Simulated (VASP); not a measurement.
Here is a VASP 6.6.1 calculation.

The input INCAR:

```
SYSTEM = SiAg
  PREC = Accurate
  ENCUT = 520
  EDIFF = 1E-6
  ISMEAR = 0
  SIGMA = 0.1
  LREAL = .False.
  LASPH = .True.
  NELM = 60
  ALGO = Normal
  ISIF = 2
  LWAVE = .False.
  LCHARG = .True.
  GGA = PE
  IVDW = 12
  LELF = .True.
  LVHAR = .True.
  NBANDS = 23
```

Contents of KPOINTS:

```
regular mesh
0
Gamma
  4 4 4
  0 0 0
```

The input POSCAR:

```
SiAg
1.0
    4.2298039000      0.0000000000      0.0000000000
    0.0000000000      4.2298039000      0.0000000000
    0.0000000000      0.0000000000      5.6061514500
Si Ag
2 2
Direct
    0.5000000000      0.0000000000      0.7889682900
    0.0000000000      0.5000000000      0.2110317100
    0.5000000000      0.5000000000      0.0000000000
    0.0000000000      0.0000000000      0.0000000000
```

Potentials or basis: VASP PAW PBE potentials, release 64 (Si, Ag).

The run is started by

```sh
$ cat potpaw_PBE.64/Si/POTCAR potpaw_PBE.64/Ag/POTCAR > POTCAR
$ mpirun -np 1 vasp_std > vasp.out
```

(1) Estimate the pressure.

(2) Estimate the band gap on the k mesh.

(3) What does it give for the largest force?

(4) What does it give for the dispersion energy per atom?

## Answers

(1) 5.7 GPa.

(2) zero (bands 15 and 16 overlap by 2.32 eV).

(3) 1.610 eV/Å.

(4) -0.307 eV.

Caveat: the k points lie up to 0.37 Å⁻¹ apart, too coarse for converged energies and pressures of a metal; forces of over 1 eV/Å act on the atoms, so gaps and moduli don't describe the material at rest.
